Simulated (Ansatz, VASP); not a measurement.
Two plane-wave programs on Al3GaN4

```
CELL_PARAMETERS angstrom
4.40699 0.00000 0.00000
0.00000 4.40699 0.00000
0.00000 0.00000 4.40699
ATOMIC_POSITIONS crystal
Al 0.50000 0.50000 0.00000
Al 0.50000 0.00000 0.50000
Al 0.00000 0.50000 0.50000
Ga 0.99017 0.99017 0.99017
N 0.74471 0.74471 0.25529
N 0.74471 0.25529 0.74471
N 0.25529 0.74471 0.74471
N 0.25529 0.25529 0.25529
```

Change from the starting cell: all Ga atoms moved -0.075 Å, as atom 4 along Cartesian [1 1 1].

Alike in both runs: task single point; functional PBEsol; k mesh 6 × 6 × 6; occupations gaussian, width 0.05 eV; no spin polarisation.

```csv
,VASP,Ansatz
version,VASP 6.6.1,Ansatz 0.2.0
potentials or method,"VASP PAW PBE potentials, release 64 (Al, Ga_d, N), cutoff 520 eV","scalar-relativistic, plane waves, PAW"
valence electrons in the cell,42,42
```

```tsv
	VASP	Ansatz	Ansatz less VASP
gap on the k mesh at the Fermi level (eV)	2.96	2.97	+0.004
least direct gap on the mesh (eV)	2.96	2.97	+0.004
pressure (GPa)	0.1	0.2	+0.07
traceless stress, the component that is largest in VASP (GPa)	-0.59	-0.61	-0.015
rms of the force components (eV/Å)	0.291	0.293	+0.0022
```

VASP's potentials were made for PBE, not for PBEsol. Atom by atom the forces differ by 0.004 eV/Å (rms over components). The functional is the same, so the differences come from potentials, cutoffs and numerics.
